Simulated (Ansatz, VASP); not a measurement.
# C in VASP and in Ansatz

```
C
1.0
     0.00000   -4.23330    0.00000
    -2.44557   -2.11665   -3.35975
     2.44557   -2.11665   -3.35975
C
8
Direct
  0.84139 0.50311 0.49634
  0.83166 0.99946 0.99717
  0.34214 0.74475 0.25217
  0.33865 0.24926 0.74605
  0.16851 0.49573 0.50330
  0.15360 0.00029 0.00175
  0.66131 0.75260 0.24993
  0.66274 0.25479 0.75330
```

Change from the starting cell: all atoms moved at random (sigma 0.03 Å a component).

Alike in both runs: task single point; functional LDA; k mesh 10 × 10 × 10; occupations gaussian, width 0.03 eV; no spin polarisation.

```csv
,VASP,Ansatz
version,VASP 6.6.1,Ansatz 0.2.0
potentials or method,"VASP PAW LDA potentials, release 64 (C), cutoff 520 eV","scalar-relativistic, plane waves, PAW"
valence electrons in the cell,32,32
```

```csv
,VASP,Ansatz,Ansatz less VASP
gap on the k mesh at the Fermi level (eV),none,none,-
pressure (GPa),1.7,0.9,-0.79
"traceless stress, the component that is largest in VASP (GPa)",4.76,4.29,-0.470
rms of the force components (eV/Å),1.338,1.341,+0.0026
```

LDA's correlation is that of Perdew and Zunger in VASP and of Perdew and Wang (1992) in Ansatz. Atom by atom the forces differ by 0.003 eV/Å (rms over components). A gap of «none» marks a metal or a gap that the smearing closes.
